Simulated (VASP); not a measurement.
# P (Fm-3m) in VASP: notebook

Runs on P. Level: PBE. Tasks: single point.

Everything below comes from runs of VASP 6.6.1. Logs are shortened: lines on timing, memory, paths and dates and some standing lists are left out, and cuts for length are marked.

### Step 1. The cell of the first run

The structure is cubic, space group Fm-3m (No. 225). Conventional cell: a = 3.628 Å, b = 3.628 Å, c = 3.628 Å, α = 90.00°, β = 90.00°, γ = 90.00°. Within 3.4 Å of P (site symmetry m-3m) lie 12 P at 2.57 Å.

This isn't the form of P at room conditions, which is orthorhombic.

### Step 2. Single point, PBE

INCAR reads:

```
PREC = Accurate
ENCUT = 520
EDIFF = 1E-7
ISMEAR = -1
SIGMA = 0.08
LREAL = F
LASPH = T
NELM = 80
ALGO = Normal
ISIF = 2
LWAVE = F
LCHARG = F
GGA = PE
NBANDS = 8
```

KPOINTS reads:

```
Automatic mesh
0
Gamma
  18 18 18
```

POSCAR reads:

```
P
1.0
    0.0000000000      1.8139357265      1.8139357265
    1.8139357265      0.0000000000      1.8139357265
    1.8139357265      1.8139357265      0.0000000000
P
1
Direct
    0.0000000000      0.0000000000      0.0000000000
```

Potentials or basis: VASP PAW PBE potentials, release 64 (P).

On the command line:

```sh
$ cat potpaw_PBE.64/P/POTCAR > POTCAR
$ mpirun -np 1 vasp_std > vasp.out
```

OUTCAR:

```text
PREC = Accurate
   ENCUT = 520
   EDIFF = 1E-7
   ISMEAR = -1
   LREAL = F
   LASPH = T
   NELM = 80
   ISIF = 2
   GGA = PE

 ion  position               nearest neighbor table
   1  0.000  0.000  0.000-

  LATTYP: Found a face centered cubic cell.
 ALAT       =     3.6278714530

  Lattice vectors:

 A1 = (   0.0000000000,   1.8139357265,   1.8139357265)
 A2 = (   1.8139357265,   0.0000000000,   1.8139357265)
 A3 = (   1.8139357265,   1.8139357265,   0.0000000000)

Analysis of symmetry for initial positions (statically):
=====================================================================
 Subroutine PRICEL returns:
 Original cell was already a primitive cell.

 Routine SETGRP: Setting up the symmetry group for a
 face centered cubic supercell.

 Subroutine GETGRP returns: Found 48 space group operations
 (whereof 48 operations were pure point group operations)
 out of a pool of 48 trial point group operations.

The static configuration has the point symmetry O_h .

Analysis of symmetry for dynamics (positions and initial velocities):
=====================================================================
 Subroutine PRICEL returns:
 Original cell was already a primitive cell.

 Routine SETGRP: Setting up the symmetry group for a
 face centered cubic supercell.

 Subroutine GETGRP returns: Found 48 space group operations
 (whereof 48 operations were pure point group operations)
 out of a pool of 48 trial point group operations.

The dynamic configuration has the point symmetry O_h .

 Subroutine INISYM returns: Found 48 space group operations
 (whereof 48 operations are pure point group operations),
 and found     1 'primitive' translations

----------------------------------------------------------------------------------------

                                     Primitive cell

  volume of cell :      11.9370

  direct lattice vectors                    reciprocal lattice vectors
     0.000000000  1.813935727  1.813935727    -0.275643725  0.275643725  0.275643725
     1.813935727  0.000000000  1.813935727     0.275643725 -0.275643725  0.275643725
     1.813935727  1.813935727  0.000000000     0.275643725  0.275643725 -0.275643725

  length of vectors
     2.565292506  2.565292506  2.565292506     0.477428936  0.477428936  0.477428936

  position of ions in fractional coordinates (direct lattice)
     0.000000000  0.000000000  0.000000000

  ion indices of the primitive-cell ions
   primitive index   ion index
                 1           1

----------------------------------------------------------------------------------------

 KPOINTS: Automatic mesh

Automatic generation of k-mesh.
 Grid dimensions read from file:
 generate k-points for:   18   18   18

 Generating k-lattice:

  Cartesian coordinates                     Fractional coordinates (reciprocal lattice)
    -0.015313540  0.015313540  0.015313540     0.055555556  0.000000000  0.000000000
     0.015313540 -0.015313540  0.015313540     0.000000000  0.055555556  0.000000000
     0.015313540  0.015313540 -0.015313540     0.000000000  0.000000000  0.055555556

  Length of vectors
     0.026523830  0.026523830  0.026523830

  Shift w.r.t. Gamma in fractional coordinates (k-lattice)
     0.000000000  0.000000000  0.000000000

 Subroutine IBZKPT returns following result:
 ===========================================

 Found    195 irreducible k-points:

 Following reciprocal coordinates:
            Coordinates               Weight
  0.000000  0.000000  0.000000      1.000000
  0.055556  0.000000  0.000000      8.000000
  0.111111  0.000000  0.000000      8.000000
  0.166667  0.000000  0.000000      8.000000
  0.222222  0.000000  0.000000      8.000000
  0.277778  0.000000  0.000000      8.000000
[... 16 lines left out ...]
 -0.277778  0.055556  0.000000     24.000000
 -0.222222  0.055556  0.000000     24.000000
 [... further k-points ...]
   k-points           NKPTS =    195   k-points in BZ     NKDIM =    195   number of bands    NBANDS=      8
   number of dos      NEDOS =    301   number of ions     NIONS =      1
   total plane-waves  NPLWV =   8000
   dimension x,y,z NGX =    20 NGY =   20 NGZ =   20
   dimension x,y,z NGXF=    40 NGYF=   40 NGZF=   40
   ions per type =               1
   NGX,Y,Z   is equivalent  to a cutoff of  12.96, 12.96, 12.96 a.u.
   NGXF,Y,Z  is equivalent  to a cutoff of  25.92, 25.92, 25.92 a.u.
 SYSTEM =  unknown system
   PREC   = accura    normal or accurate (medium, high low for compatibility)
   ISTART =      0    job   : 0-new  1-cont  2-samecut
   ICHARG =      2    charge: 1-file 2-atom 10-const
   ISPIN  =      1    spin polarized calculation?
   LNONCOLLINEAR =      F non collinear calculations
   LSORBIT =      F    spin-orbit coupling
   LASPH  =      T    aspherical Exc in radial PAW
   ENCUT  =  520.0 eV  38.22 Ry    6.18 a.u.   4.77  4.77  4.77*2*pi/ulx,y,z
   NELM   =     80;   NELMIN=  2; NELMDL= -5     # of ELM steps
   EDIFF  = 0.1E-06   stopping-criterion for ELM
   LREAL  =      F    real-space projection
   EDIFFG = 0.1E-05   stopping-criterion for IOM
   NSW    =      0    number of steps for IOM
   IBRION =     -1    ionic relax: 0-MD 1-quasi-New 2-CG
   NFREE  =      0    steps in history (QN), initial steepest desc. (CG)
   ISIF   =      2    stress and relaxation
   ISYM   =      2    0-nonsym 1-usesym 2-fastsym
   POTIM  = 0.5000    time-step for ionic-motion
   TEBEG  =    0.0;   TEEND  =   0.0 temperature during run
   PSTRESS=    0.0 pullay stress
   NELECT =       5.0000    total number of electrons
   NUPDOWN=      -1.0000    fix difference up-down
   EMIN   =  10.00;   EMAX   =-10.00  energy-range for DOS
   EFERMI =   0.00;   METHOD = LEGACY
   ISMEAR =    -1;   SIGMA  =   0.08  broadening in eV -4-tet -1-fermi 0-gaus
   EFERMI_NEDOS =   21; number of points for ismear=-14 and -15
   IALGO  =     38    algorithm
   IMIX   =      4    mixing-type and parameters
     AMIX     =   0.40;   BMIX     =  1.00
     AMIX_MAG =   1.60;   BMIX_MAG =  1.00
  volume/ion in A,a.u.               =      11.94        80.55
  Fermi-wavevector in a.u.,A,eV,Ry     =   1.224897  2.314720 20.413813  1.500373
  Thomas-Fermi vector in A             =   2.359955
   LORBIT       =      0    0 simple, 1 ext, 2 COOP (PROOUT), +10 PAW based schemes
   GGA     = PE    functional components
   LHFCALC =     F    Hartree Fock is set to
   AEXX    =    0.0000 exact exchange contribution
   IVDW    =     0    specifies the selected vdW correction
   LEPSILON=     F    determine dielectric tensor
   LRPA    =     F    only Hartree local field effects (RPA)
 non-spin polarized calculation
  energy-cutoff  :      520.00
  volume of cell :       11.94
 maximum number of plane-waves:       332
   NGX =  9   NGY =  9   NGZ =  9

 number of electron       4.9999999 magnetization

 Free energy of the ion-electron system (eV)
  ---------------------------------------------------
  ext. energy  EPLUGINS =         0.00000000
  ---------------------------------------------------
  free energy    TOTEN  =        -4.34100609 eV

  energy without entropy =       -4.33215218  energy(sigma->0) =       -4.33657914

 E-fermi :  12.8506     XC(G=0): -12.3698

 val. band max:       12.8338592343   @ k =  -0.1667   0.1667   0.0556
 cond. band min:      12.8785755448   @ k =  -0.3889   0.2222   0.0556
 fundamental gap:      0.0447163106
 Fermi energy:        12.8506277594

 k-point     1 :       0.0000    0.0000    0.0000
  band No.  band energies     occupation
      1      -5.7247      2.00000
      2      21.6476      0.00000
      3      21.6476      0.00000
      4      21.6476      0.00000
      5      24.6985      0.00000
      6      24.6985      0.00000
      7      24.6985      0.00000
      8      31.5889      0.00000

 k-point     2 :       0.0556    0.0000    0.0000
  band No.  band energies     occupation
      1      -5.6246      2.00000
      2      20.4662      0.00000
      3      21.3913      0.00000
      4      21.3913      0.00000
      5      25.0657      0.00000
      6      25.0657      0.00000
      7      25.1039      0.00000
      8      31.6533      0.00000

 k-point     3 :       0.1111    0.0000    0.0000
  band No.  band energies     occupation
      1      -5.3244      2.00000
      2      18.1827      0.00000
      3      20.8625      0.00000
      4      20.8625      0.00000
      5      25.4237      0.00000
      6      25.8607      0.00000
      7      25.8607      0.00000
      8      30.7925      0.00000

 k-point     4 :       0.1667    0.0000    0.0000
  band No.  band energies     occupation
      1      -4.8253      2.00000
      2      15.6598      0.00000
      3      20.3231      0.00000
      4      20.3231      0.00000
      5      25.4461      0.00000
      6      26.5002      0.00000
      7      26.5002      0.00000
      8      30.2309      0.00000

 k-point     5 :       0.2222    0.0000    0.0000
  band No.  band energies     occupation
      1      -4.1291      2.00000
      2      13.1346      0.05586
      3      19.8686      0.00000
      4      19.8686      0.00000
      5      25.3534      0.00000
      6      26.3358      0.00000
      7      26.3358      0.00000
      8      30.7314      0.00000
[... 177 lines left out ...]
 k-point    22 :      -0.3333    0.0556    0.0000
  band No.  band energies     occupation
      1      -1.6707      2.00000
      2       7.7371      2.00000
      3      17.8316      0.00000
      4      19.6682      0.00000
      5      24.3236      0.00000
      6      24.7789      0.00000
      7      25.7270      0.00000
      8      31.8555      0.00000

 k-point    23 :      -0.2778    0.0556    0.0000
  band No.  band energies     occupation
      1      -2.8113      2.00000
      2       9.9910      2.00000
      3      17.9322      0.00000
      4      20.0861      0.00000
      5      24.8814      0.00000
      6      25.6678      0.00000
      7      25.7364      0.00000
      8      31.4262      0.00000

 k-point    24 :      -0.2222    0.0556    0.0000
  band No.  band energies     occupation
      1      -3.7653      2.00000
      2      12.3855      1.99405
      3      18.1804      0.00000
      4      20.5352      0.00000
      5      25.5539      0.00000
      6      25.7641      0.00000
      7      26.5935      0.00000
      8      29.8620      0.00000

 [... further k-points ...]
[... 5 lines left out ...]
  --------------------------------------------------------------------------------------
  -------------------------------------------------------------------------------------
  Total        1.9815182      1.9815182      1.9815182      0.0000000      0.0000000      0.0000000
  in kB      265.9579392    265.9579392    265.9579392      0.0000000      0.0000000      0.0000000
  external PRESSURE =     265.9579392 kB  Pullay stress =       0.0000000 kB

 VOLUME and BASIS-vectors are now :
 -----------------------------------------------------------------------------
  energy-cutoff  :      520.00
  volume of cell :       11.94
      direct lattice vectors                 reciprocal lattice vectors
     0.000000000  1.813935727  1.813935727    -0.275643725  0.275643725  0.275643725
     1.813935727  0.000000000  1.813935727     0.275643725 -0.275643725  0.275643725
     1.813935727  1.813935727  0.000000000     0.275643725  0.275643725 -0.275643725

 POSITION                                       TOTAL-FORCE (eV/Angst)
 -----------------------------------------------------------------------------------
      0.00000      0.00000      0.00000         0.000000      0.000000      0.000000
 -----------------------------------------------------------------------------------
    total drift:                                0.000000      0.000000     -0.000000

  FREE ENERGIE OF THE ION-ELECTRON SYSTEM (eV)
  ---------------------------------------------------
  free  energy   TOTEN  =        -4.3410060899 eV

  energy  without entropy=       -4.3321521822  energy(sigma->0) =       -4.33657914
```

Wall time 6.6 s (1 thread of Intel Xeon 6975P-C (Granite Rapids), shared host); peak memory 0.13 GiB.

Results:

```yaml
Free_energy: -4.3410 eV
Pressure: 26.6 GPa
Band_gap_on_the_k_mesh: zero (an odd number of electrons rules out a gap without spin polarisation)
```

Levels at points of the mesh, in eV from the Fermi level:
```csv
k point,band 1,band 2,band 3,band 4,band 5,band 6,band 7
"(0.00, 0.00, 0.00)",-18.58,8.80,8.80,8.80,11.85,11.85,11.85
"(0.50, 0.00, 0.00)",-11.30,-9.77,6.22,6.22,10.74,10.74,12.37
"(0.50, 0.50, 0.00)",-8.13,-7.95,0.90,0.90,3.64,5.40,25.58
```

Caveat: the cell stands under pressure.

### Step 3. Single point, PBE

INCAR reads:

```
SYSTEM = P
PREC = Accurate
ENCUT = 520
EDIFF = 1E-7
ISMEAR = -1
SIGMA = 0.08
LREAL = .False.
LASPH = .True.
NELM = 60
ALGO = Normal
ISIF = 2
LWAVE = .False.
LCHARG = .True.
GGA = PE
LELF = .True.
LVHAR = .True.
NBANDS = 8
```

KPOINTS reads:

```
Automatic mesh
0
Gamma
  18 18 18
  0 0 0
```

POSCAR reads:

```
P
1.0
    0.0000000000      1.8143272144      1.8143272144
    1.8143272144      0.0000000000      1.8143272144
    1.8143272144      1.8143272144      0.0000000000
P
1
Direct
    0.0000000000      0.0000000000      0.0000000000
```

Potentials or basis: VASP PAW PBE potentials, release 64 (P).

On the command line:

```sh
$ cat potpaw_PBE.64/P/POTCAR > POTCAR
$ mpirun -np 1 vasp_std > vasp.out
```

Run time: 6.7 s. Hardware: 1 thread of Intel Xeon 6975P-C (Granite Rapids), shared host; peak memory 0.12 GiB.

It converged, with:

| Item | Value |
| --- | --- |
| Free energy | -4.3423 eV |
| Pressure | 26.5 GPa |
| Band gap on the k mesh | zero (an odd number of electrons rules out a gap without spin polarisation) |

Levels at points of the mesh, in eV from the Fermi level:
```csv
k point,band 1,band 2,band 3,band 4,band 5
"(0.00, 0.00, 0.00)",-18.57,8.79,8.79,8.79,11.85
"(0.50, 0.00, 0.00)",-11.30,-9.76,6.22,6.22,10.74
"(0.50, 0.50, 0.00)",-8.12,-7.95,0.90,0.90,3.64
```

Caveat: the cell stands under pressure.
